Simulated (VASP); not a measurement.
Set up this calculation in VASP 6.6.1, as the native input.

```yaml
Task: single point
Functional: PBE
Potentials_or_basis: VASP PAW PBE potentials, release 64 (Al, Cu)
Cutoff: 520 eV
k_mesh: 14 × 14 × 14
Occupations: gaussian, width 0.15 eV
Spin: no spin polarisation
Dipole_correction: no
Further_INCAR_settings: ALGO = Fast; EDIFF = 1e-06; NBANDS = 16
```

The structure of Al2Cu lies in POSCAR:

```
Al2Cu
1.0
   -2.1979455184      2.1979455184      2.6890032877
    2.1979455184     -2.1979455184      2.6890032877
    2.0343774798      2.0343774798     -2.6890032877
Al Cu
2 1
Direct
    0.7500000000      0.2500000000      0.5000000000
    0.2500000000      0.7500000000      0.5000000000
    0.5000000000      0.5000000000      0.0000000000
```

This cell differs from its parent crystal: strain +e along x and -e along y -0.0400, strain +e along z and -e/2 along x and y -0.0700.

One way to write it, as run:

INCAR

```
SYSTEM = Al2Cu
  ALGO = Fast
  EDIFF = 1E-6
  ENCUT = 520
  GGA = PE
  ISIF = 2
  ISMEAR = 0
  LASPH = .True.
  LCHARG = .False.
  LREAL = .False.
  LWAVE = .False.
  NBANDS = 16
  NELM = 80
  PREC = Accurate
  SIGMA = 0.15
```

KPOINTS

```
k-points
0
Gamma
  14 14 14
  0 0 0
```

Potentials or basis: VASP PAW PBE potentials, release 64 (Al, Cu).

Run with:

```bash
$ cat potpaw_PBE.64/Al/POTCAR potpaw_PBE.64/Cu/POTCAR > POTCAR
$ mpirun -np 1 vasp_std > vasp.out
```

Results of the run:

| Property | Result |
| --- | --- |
| Pressure | 1.8 GPa |
| Band gap on the k mesh | zero (an odd number of electrons rules out a gap without spin polarisation) |

Caveat: the cell differs from its parent crystal (strain +e along x and -e along y -0.0400, strain +e along z and -e/2 along x and y -0.0700).

Wall time 2.7 min on 1 thread of Intel(R) Xeon(R) 6975P-C (Granite Rapids), on a shared host, peak memory 0.41 GiB.
